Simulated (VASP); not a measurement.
Si:

```
CELL_PARAMETERS angstrom
-2.37137 2.37137 1.32927
2.37137 -2.37137 1.32927
2.37137 2.37137 -1.32927
ATOMIC_POSITIONS crystal
Si 0.50062 0.50499 0.99094
Si 0.25566 0.75901 0.49494
```

This cell differs from its parent crystal: atoms moved at random.

Base run:

* Program: VASP 6.6.1
* Functional: PBE
* Potentials or basis: VASP PAW PBE potentials, release 64 (Si)
* Cutoff: 520 eV
* k mesh: 11 × 11 × 11
* Occupations: fermi-dirac, width 0.05 eV
* Spin: no spin polarisation

Its results: band gap on the k mesh zero (band 4 reaches 11.76 eV, above the bottom of band 5 at 5.74 eV); pressure 3.2 GPa; largest force 0.079 eV/Å.

Problem. The run is repeated on the same cell with these changes: functional from PBE to PBEsol. What comes out?

Solution. Band gap on the k mesh zero (band 4 reaches 11.72 eV, above the bottom of band 5 at 5.68 eV); pressure 0.8 GPa; largest force 0.081 eV/Å.

PBEsol binds more tightly than PBE, so the same cell stands under less pressure.

Caveats: the PAW data sets were made with another functional, which shifts forces and pressure a little (some runs).
